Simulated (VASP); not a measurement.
# Si (P6/mmm) in VASP: a series of runs

The runs below take Si through single point, with r2SCAN.

All numbers are computed with VASP 6.6.1; they aren't measurements. Logs are shortened: lines on timing, memory, paths and dates and some standing lists are left out, and cuts for length are marked.

### Step 1. The cell of the first run

The structure is hexagonal, space group P6/mmm (No. 191). Conventional cell: a = 4.246 Å, b = 4.246 Å, c = 2.434 Å, α = 90.00°, β = 90.00°, γ = 120.00°. Si (site symmetry 6/mmm) has 14 Si at 2.43 to 2.74 Å within 3.2 Å. Within 3.2 Å of Si (site symmetry -6m2) lie 11 Si at 2.43 to 2.74 Å.

This isn't the form of Si at room conditions, which is diamond.

### Step 2. Single point, r2SCAN (12.67 Å³/atom)

File POSCAR:

```
Si
1.0
    4.2462818679      0.0000000000      0.0000000000
   -2.1231409340      3.6773879692      0.0000000000
    0.0000000000      0.0000000000      2.4342838044
Si
3
Direct
    0.0000000000      0.0000000000      0.0000000000
    0.3333333333      0.6666666667      0.5000000000
    0.6666666667      0.3333333333      0.5000000000
```

File INCAR.step1:

```
SYSTEM = Si
ALGO = Normal
EDIFF = 1E-5
ENCUT = 550
GGA = PE
GGA_COMPAT = .FALSE.
ISMEAR = -1
LASPH = .TRUE.
LCHARG = .FALSE.
LREAL = .FALSE.
LWAVE = .TRUE.
NBANDS = 13
NELM = 120
PREC = Accurate
SIGMA = 0.1
```

File INCAR.step2:

```
SYSTEM = Si
ALGO = Normal
EDIFF = 1E-6
ENCUT = 550
GGA_COMPAT = .FALSE.
ISIF = 2
ISMEAR = -1
ISTART = 1
LASPH = .TRUE.
LCHARG = .FALSE.
LMIXTAU = .TRUE.
LREAL = .FALSE.
LWAVE = .FALSE.
METAGGA = R2SCAN
NBANDS = 13
NELM = 120
PREC = Accurate
SIGMA = 0.1
```

File KPOINTS:

```
k-points
0
G
  9 9 14
  0 0 0
```

Potentials or basis: VASP PAW PBE potentials, release 64 (Si).

Command:

```sh
$ cat potpaw_PBE.64/Si/POTCAR > POTCAR
$ cp INCAR.step1 INCAR
$ mpirun -np 1 vasp_std > vasp.out
$ cp INCAR.step2 INCAR
$ mpirun -np 1 vasp_std > vasp.out
```

OUTCAR:

```text
SYSTEM = Si
   EDIFF = 1E-6
   ENCUT = 550
   ISIF = 2
   ISMEAR = -1
   ISTART = 1
   LASPH = .TRUE.
   LREAL = .FALSE.
   METAGGA = R2SCAN
   NELM = 120
   PREC = Accurate

 ion  position               nearest neighbor table
   1  0.000  0.000  0.000-   2 2.74   3 2.74   2 2.74   3 2.74   2 2.74   2 2.74   3 2.74   3 2.74
                             3 2.74   3 2.74   2 2.74   2 2.74
   2  0.333  0.667  0.500-   3 2.45   3 2.45   3 2.45   1 2.74   1 2.74   1 2.74   1 2.74   1 2.74
                             1 2.74
   3  0.667  0.333  0.500-   2 2.45   2 2.45   2 2.45   1 2.74   1 2.74   1 2.74   1 2.74   1 2.74
                             1 2.74

  LATTYP: Found a hexagonal cell.
 ALAT       =     4.2462818679
 C/A-ratio  =     0.5732741914

  Lattice vectors:

 A1 = (   4.2462818679,   0.0000000000,   0.0000000000)
 A2 = (  -2.1231409340,   3.6773879692,   0.0000000000)
 A3 = (   0.0000000000,   0.0000000000,   2.4342838044)

Analysis of symmetry for initial positions (statically):
=====================================================================
 Subroutine PRICEL returns:
 Original cell was already a primitive cell.

 Routine SETGRP: Setting up the symmetry group for a
 hexagonal supercell.

 Subroutine GETGRP returns: Found 24 space group operations
 (whereof 24 operations were pure point group operations)
 out of a pool of 24 trial point group operations.

The static configuration has the point symmetry D_6h.

Analysis of symmetry for dynamics (positions and initial velocities):
=====================================================================
 Subroutine PRICEL returns:
 Original cell was already a primitive cell.

 Routine SETGRP: Setting up the symmetry group for a
 hexagonal supercell.

 Subroutine GETGRP returns: Found 24 space group operations
 (whereof 24 operations were pure point group operations)
 out of a pool of 24 trial point group operations.

The dynamic configuration has the point symmetry D_6h.

 Subroutine INISYM returns: Found 24 space group operations
 (whereof 24 operations are pure point group operations),
 and found     1 'primitive' translations

----------------------------------------------------------------------------------------

                                     Primitive cell

  volume of cell :      38.0119

  direct lattice vectors                    reciprocal lattice vectors
     4.246281868  0.000000000  0.000000000     0.235500146  0.135966073  0.000000000
    -2.123140934  3.677387969  0.000000000     0.000000000  0.271932145  0.000000000
     0.000000000  0.000000000  2.434283804     0.000000000  0.000000000  0.410798444

  length of vectors
     4.246281868  4.246281868  2.434283804     0.271932145  0.271932145  0.410798444

  position of ions in fractional coordinates (direct lattice)
     0.000000000  0.000000000  0.000000000
     0.333333333  0.666666667  0.500000000
     0.666666667  0.333333333  0.500000000

  ion indices of the primitive-cell ions
   primitive index   ion index
                 1           1
                 2           2
                 3           3

----------------------------------------------------------------------------------------

 KPOINTS: k-points

Automatic generation of k-mesh.
 Grid dimensions read from file:
 generate k-points for:    9    9   14

 Generating k-lattice:

  Cartesian coordinates                     Fractional coordinates (reciprocal lattice)
     0.026166683  0.015107341  0.000000000     0.111111111  0.000000000  0.000000000
     0.000000000  0.030214683  0.000000000     0.000000000  0.111111111  0.000000000
     0.000000000  0.000000000  0.029342746     0.000000000  0.000000000  0.071428571

  Length of vectors
     0.030214683  0.030214683  0.029342746

  Shift w.r.t. Gamma in fractional coordinates (k-lattice)
     0.000000000  0.000000000  0.000000000

 Subroutine IBZKPT returns following result:
 ===========================================

 Found     96 irreducible k-points:

 Following reciprocal coordinates:
            Coordinates               Weight
  0.000000  0.000000  0.000000      1.000000
  0.111111  0.000000  0.000000      6.000000
  0.222222  0.000000  0.000000      6.000000
  0.333333  0.000000  0.000000      6.000000
  0.444444  0.000000  0.000000      6.000000
  0.111111  0.111111  0.000000      6.000000
[... 16 lines left out ...]
  0.333333  0.222222  0.071429     24.000000
  0.333333  0.333333  0.071429      4.000000
 [... further k-points ...]
   k-points           NKPTS =     96   k-points in BZ     NKDIM =     96   number of bands    NBANDS=     13
   number of dos      NEDOS =    301   number of ions     NIONS =      3
   total plane-waves  NPLWV =  20480
   dimension x,y,z NGX =    32 NGY =   32 NGZ =   20
   dimension x,y,z NGXF=    64 NGYF=   64 NGZF=   40
   ions per type =               3
   NGX,Y,Z   is equivalent  to a cutoff of  12.53, 12.53, 13.66 a.u.
   NGXF,Y,Z  is equivalent  to a cutoff of  25.06, 25.06, 27.32 a.u.
 SYSTEM =  Si
   PREC   = accura    normal or accurate (medium, high low for compatibility)
   ISTART =      1    job   : 0-new  1-cont  2-samecut
   ICHARG =      0    charge: 1-file 2-atom 10-const
   ISPIN  =      1    spin polarized calculation?
   LNONCOLLINEAR =      F non collinear calculations
   LSORBIT =      F    spin-orbit coupling
   LASPH  =      T    aspherical Exc in radial PAW
   ENCUT  =  550.0 eV  40.42 Ry    6.36 a.u.   8.12  8.12  4.65*2*pi/ulx,y,z
   NELM   =    120;   NELMIN=  2; NELMDL=  0     # of ELM steps
   EDIFF  = 0.1E-05   stopping-criterion for ELM
   LREAL  =      F    real-space projection
   EDIFFG = 0.1E-04   stopping-criterion for IOM
   NSW    =      0    number of steps for IOM
   IBRION =     -1    ionic relax: 0-MD 1-quasi-New 2-CG
   NFREE  =      0    steps in history (QN), initial steepest desc. (CG)
   ISIF   =      2    stress and relaxation
   ISYM   =      2    0-nonsym 1-usesym 2-fastsym
   POTIM  = 0.5000    time-step for ionic-motion
   TEBEG  =    0.0;   TEEND  =   0.0 temperature during run
   PSTRESS=    0.0 pullay stress
   NELECT =      12.0000    total number of electrons
   NUPDOWN=      -1.0000    fix difference up-down
   EMIN   =  10.00;   EMAX   =-10.00  energy-range for DOS
   EFERMI =   0.00;   METHOD = LEGACY
   ISMEAR =    -1;   SIGMA  =   0.10  broadening in eV -4-tet -1-fermi 0-gaus
   EFERMI_NEDOS =   21; number of points for ismear=-14 and -15
   IALGO  =     38    algorithm
   IMIX   =      4    mixing-type and parameters
     AMIX     =   0.40;   BMIX     =  1.00
     AMIX_MAG =   1.60;   BMIX_MAG =  1.00
  volume/ion in A,a.u.               =      12.67        85.51
  Fermi-wavevector in a.u.,A,eV,Ry     =   1.114710  2.106497 16.906320  1.242579
  Thomas-Fermi vector in A             =   2.251308
   LORBIT       =      0    0 simple, 1 ext, 2 COOP (PROOUT), +10 PAW based schemes
   METAGGA = R2SCAN    functional components
   LHFCALC =     F    Hartree Fock is set to
   AEXX    =    0.0000 exact exchange contribution
   IVDW    =     0    specifies the selected vdW correction
   LEPSILON=     F    determine dielectric tensor
   LRPA    =     F    only Hartree local field effects (RPA)
 non-spin polarized calculation
  energy-cutoff  :      550.00
  volume of cell :       38.01
 maximum number of plane-waves:      1126
   NGX = 17   NGY = 17   NGZ =  9

 number of electron      12.0000000 magnetization

 Free energy of the ion-electron system (eV)
  ---------------------------------------------------
  ext. energy  EPLUGINS =         0.00000000
  ---------------------------------------------------
  free energy    TOTEN  =       -23.97201741 eV

  energy without entropy =      -23.93482368  energy(sigma->0) =      -23.95342055

 E-fermi :  11.9445     XC(G=0): -12.5580

 val. band max:       11.9428583233   @ k =   0.4444   0.0000   0.4286
 cond. band min:      11.9525946975   @ k =   0.2222   0.1111   0.3571
 fundamental gap:      0.0097363742
 Fermi energy:        11.9444666138

 k-point     1 :       0.0000    0.0000    0.0000
  band No.  band energies     occupation
      1      -4.6635      2.00000
      2       6.4045      2.00000
      3       6.4045      2.00000
      4       6.4283      2.00000
      5       6.4283      2.00000
      6       6.4777      2.00000
      7       6.6566      2.00000
      8      19.4468      0.00000
      9      20.4528      0.00000
     10      25.4234      0.00000
     11      25.4234      0.00000
     12      25.6057      0.00000
     13      26.2051      0.00000

 k-point     2 :       0.1111    0.0000    0.0000
  band No.  band energies     occupation
      1      -4.5226      2.00000
      2       4.1760      2.00000
      3       5.3476      2.00000
      4       5.4375      2.00000
      5       7.7511      2.00000
      6       7.8504      2.00000
      7       8.9927      2.00000
      8      19.5662      0.00000
      9      20.4570      0.00000
     10      23.3125      0.00000
     11      23.6397      0.00000
     12      25.7584      0.00000
     13      26.8544      0.00000

 k-point     3 :       0.2222    0.0000    0.0000
  band No.  band energies     occupation
      1      -4.1003      2.00000
      2       2.1375      2.00000
      3       4.5458      2.00000
      4       4.6228      2.00000
      5       9.3501      2.00000
      6       9.4230      2.00000
      7      11.7335      1.78361
      8      19.8502      0.00000
      9      19.9243      0.00000
     10      20.9747      0.00000
     11      21.6389      0.00000
     12      25.2369      0.00000
     13      25.4775      0.00000
[... 305 lines left out ...]
 k-point    23 :       0.3333    0.2222    0.0714
  band No.  band energies     occupation
      1      -1.8720      2.00000
      2      -0.6200      2.00000
      3       0.6240      2.00000
      4       7.9210      2.00000
      5      10.2929      2.00000
      6      12.6262      0.00219
      7      16.9941      0.00000
      8      17.9756      0.00000
      9      18.6112      0.00000
     10      19.3988      0.00000
     11      20.4545      0.00000
     12      21.6193      0.00000
     13      22.6399      0.00000

 k-point    24 :       0.3333    0.3333    0.0714
  band No.  band energies     occupation
      1      -0.8515      2.00000
      2      -0.7122      2.00000
      3      -0.7122      2.00000
      4      10.0463      2.00000
      5      10.2214      2.00000
      6      10.2214      2.00000
      7      18.7014      0.00000
      8      18.7014      0.00000
      9      19.6730      0.00000
     10      20.0499      0.00000
     11      20.3272      0.00000
     12      20.3272      0.00000
     13      21.9321      0.00000

 [... further k-points ...]

------------------------ aborting loop because EDIFF is reached ----------------------------------------

  FORCE on cell =-STRESS in cart. coord.  units (eV):
  Direction    XX          YY          ZZ          XY          YZ          ZX
  --------------------------------------------------------------------------------------
  -------------------------------------------------------------------------------------
  Total        3.2066336      3.2066336      5.1266467     -0.0000000      0.0000000      0.0000000
  in kB      135.1575905    135.1575905    216.0849353     -0.0000000      0.0000000      0.0000000
  external PRESSURE =     162.1333721 kB  Pullay stress =       0.0000000 kB

 VOLUME and BASIS-vectors are now :
 -----------------------------------------------------------------------------
  energy-cutoff  :      550.00
  volume of cell :       38.01
      direct lattice vectors                 reciprocal lattice vectors
     4.246281868  0.000000000  0.000000000     0.235500146  0.135966073  0.000000000
    -2.123140934  3.677387969  0.000000000     0.000000000  0.271932145  0.000000000
     0.000000000  0.000000000  2.434283804     0.000000000  0.000000000  0.410798444

 POSITION                                       TOTAL-FORCE (eV/Angst)
 -----------------------------------------------------------------------------------
      0.00000      0.00000      0.00000         0.000000      0.000000      0.000000
     -0.00000      2.45159      1.21714        -0.000000     -0.000000      0.000000
      2.12314      1.22580      1.21714         0.000000      0.000000      0.000000
 -----------------------------------------------------------------------------------
    total drift:                               -0.000000      0.000000      0.000000

  FREE ENERGIE OF THE ION-ELECTRON SYSTEM (eV)
  ---------------------------------------------------
  free  energy   TOTEN  =       -23.9720174090 eV

  energy  without entropy=      -23.9348236847  energy(sigma->0) =      -23.95342055
```

Run time: 2 min. Hardware: 1 thread of Intel Xeon 8259CL, shared host; peak memory 0.18 GiB.

What came out:

```yaml
Free_energy: -23.9720 eV
Pressure: 16.2 GPa
Band_gap_on_the_k_mesh: zero (bands 6 and 7 overlap by 8.39 eV)
```

Stress tensor (GPa, compression positive):
```
13.52  0.00  0.00
 0.00 13.52  0.00
 0.00  0.00 21.61
```

Levels at points of the mesh, in eV from the Fermi level:
```csv
k point,band 2,band 3,band 4,band 5,band 6,band 7,band 8,band 9,band 10,band 11
"(0.00, 0.00, 0.00)",-5.54,-5.54,-5.52,-5.52,-5.47,-5.29,7.50,8.51,13.48,13.48
"(0.00, 0.00, 0.50)",-9.84,-0.99,-0.74,-0.74,-0.24,0.55,0.55,0.82,0.82,1.53
```

Caveat: the cell stands under pressure; the PAW data sets were made with another functional, which shifts forces and pressure a little.

### Step 3. Single point, r2SCAN (13.25 Å³/atom)

This run uses another cell than the first one, of 13.25 Å³/atom.

File POSCAR:

```
Si
1.0
    4.3096685543      0.0000000000      0.0000000000
   -2.1548342772      3.7322824499      0.0000000000
    0.0000000000      0.0000000000      2.4706217558
Si
3
Direct
    0.0000000000      0.0000000000      0.0000000000
    0.3333333333      0.6666666667      0.5000000000
    0.6666666667      0.3333333333      0.5000000000
```

File INCAR.step1:

```
SYSTEM = Si
PREC     = Accurate       ! precision mode
ENCUT    = 550            ! plane-wave cutoff, eV
ISMEAR   = -1             ! smearing method
SIGMA    = 0.1            ! smearing width, eV
LREAL    = .FALSE.        ! projectors in reciprocal space
LASPH    = .TRUE.         ! aspherical terms in the spheres
NELM     = 120            ! most SCF steps
NBANDS   = 13             ! bands
GGA      = PE             ! functional
ALGO     = Normal         ! electronic algorithm
EDIFF    = 1E-5           ! SCF threshold, eV
LWAVE    = .TRUE.         ! write WAVECAR
LCHARG   = .FALSE.        ! write CHGCAR
GGA_COMPAT= .FALSE.
```

File INCAR.step2:

```
SYSTEM = Si
PREC     = Accurate       ! precision mode
ENCUT    = 550            ! plane-wave cutoff, eV
EDIFF    = 1E-6           ! SCF threshold, eV
ISMEAR   = -1             ! smearing method
SIGMA    = 0.1            ! smearing width, eV
LREAL    = .FALSE.        ! projectors in reciprocal space
LASPH    = .TRUE.         ! aspherical terms in the spheres
NELM     = 120            ! most SCF steps
ALGO     = Normal         ! electronic algorithm
ISIF     = 2              ! what is computed and relaxed
LWAVE    = .FALSE.        ! write WAVECAR
LCHARG   = .FALSE.        ! write CHGCAR
METAGGA  = R2SCAN         ! meta-GGA
LMIXTAU  = .TRUE.       
NBANDS   = 13             ! bands
ISTART   = 1            
GGA_COMPAT= .FALSE.
```

File KPOINTS:

```
regular mesh
0
G
  9 9 14
  0 0 0
```

Potentials or basis: VASP PAW PBE potentials, release 64 (Si).

Command:

```sh
$ cat potpaw_PBE.64/Si/POTCAR > POTCAR
$ cp INCAR.step1 INCAR
$ mpirun -np 1 vasp_std > vasp.out
$ cp INCAR.step2 INCAR
$ mpirun -np 1 vasp_std > vasp.out
```

OUTCAR:

```text
SYSTEM = Si
   PREC = Accurate
   ENCUT = 550
   EDIFF = 1E-6
   ISMEAR = -1
   LREAL = .FALSE.
   LASPH = .TRUE.
   NELM = 120
   ISIF = 2
   METAGGA = R2SCAN
   ISTART = 1

 ion  position               nearest neighbor table
   1  0.000  0.000  0.000-   2 2.78   3 2.78   2 2.78   3 2.78   3 2.78   3 2.78   2 2.78   2 2.78
                             3 2.78   3 2.78   2 2.78   2 2.78
   2  0.333  0.667  0.500-   3 2.49   3 2.49   3 2.49   1 2.78   1 2.78   1 2.78   1 2.78   1 2.78
                             1 2.78
   3  0.667  0.333  0.500-   2 2.49   2 2.49   2 2.49   1 2.78   1 2.78   1 2.78   1 2.78   1 2.78
[... 584 lines left out ...]
  Direction    XX          YY          ZZ          XY          YZ          ZX
  --------------------------------------------------------------------------------------
  -------------------------------------------------------------------------------------
  Total        1.8747543      1.8747543      3.3298242     -0.0000000     -0.0000000      0.0000000
  in kB       75.5840770     75.5840770    134.2478217     -0.0000000     -0.0000000      0.0000000
  external PRESSURE =      95.1386586 kB  Pullay stress =       0.0000000 kB

 VOLUME and BASIS-vectors are now :
 -----------------------------------------------------------------------------
  energy-cutoff  :      550.00
  volume of cell :       39.74
      direct lattice vectors                 reciprocal lattice vectors
     4.309668554  0.000000000  0.000000000     0.232036405  0.133966281  0.000000000
    -2.154834277  3.732282450  0.000000000     0.000000000  0.267932562  0.000000000
     0.000000000  0.000000000  2.470621756     0.000000000  0.000000000  0.404756413

 POSITION                                       TOTAL-FORCE (eV/Angst)
 -----------------------------------------------------------------------------------
      0.00000      0.00000      0.00000        -0.000000      0.000000      0.000000
     -0.00000      2.48819      1.23531         0.000000     -0.000000      0.000000
      2.15483      1.24409      1.23531        -0.000000      0.000000      0.000000
 -----------------------------------------------------------------------------------
    total drift:                               -0.000000     -0.000000     -0.000000

  FREE ENERGIE OF THE ION-ELECTRON SYSTEM (eV)
  ---------------------------------------------------
  free  energy   TOTEN  =       -24.1094736123 eV

  energy  without entropy=      -24.0732944114  energy(sigma->0) =      -24.09138401
```

OSZICAR.step1:

```text
N       E                     dE             d eps       ncg     rms          rms(c)
DAV:   1     0.138436345751E+02    0.13844E+02   -0.51726E+03  2496   0.804E+02
DAV:   2    -0.137400624124E+02   -0.27584E+02   -0.25798E+02  3214   0.116E+02
DAV:   3    -0.147010765368E+02   -0.96101E+00   -0.95091E+00  3327   0.173E+01
DAV:   4    -0.147060670746E+02   -0.49905E-02   -0.49886E-02  2937   0.160E+00
DAV:   5    -0.147060913240E+02   -0.24249E-04   -0.24249E-04  3323   0.990E-02    0.561E+00
DAV:   6    -0.146496440745E+02    0.56447E-01   -0.45126E-02  2994   0.100E+00    0.319E+00
DAV:   7    -0.146260746588E+02    0.23569E-01   -0.27288E-02  3123   0.843E-01    0.245E-01
DAV:   8    -0.146253198892E+02    0.75477E-03   -0.18271E-03  3094   0.239E-01    0.139E-01
DAV:   9    -0.146252521214E+02    0.67768E-04   -0.21403E-04  3004   0.861E-02    0.784E-02
DAV:  10    -0.146252506993E+02    0.14220E-05   -0.25496E-06  1873   0.112E-02
   1 F= -.14625251E+02 E0= -.14606353E+02  d E =-.377952E-01
```

Wall time 3.7 min (1 thread of Intel Xeon 8259CL, shared host); peak memory 0.19 GiB.

Results:

| Item | Value |
| --- | --- |
| Free energy | -24.1095 eV |
| Pressure | 9.5 GPa |
| Band gap on the k mesh | zero (bands 6 and 7 overlap by 8.30 eV) |

Caveat: the cell stands under pressure; the PAW data sets were made with another functional, which shifts forces and pressure a little.

[end of part 1 of 2]
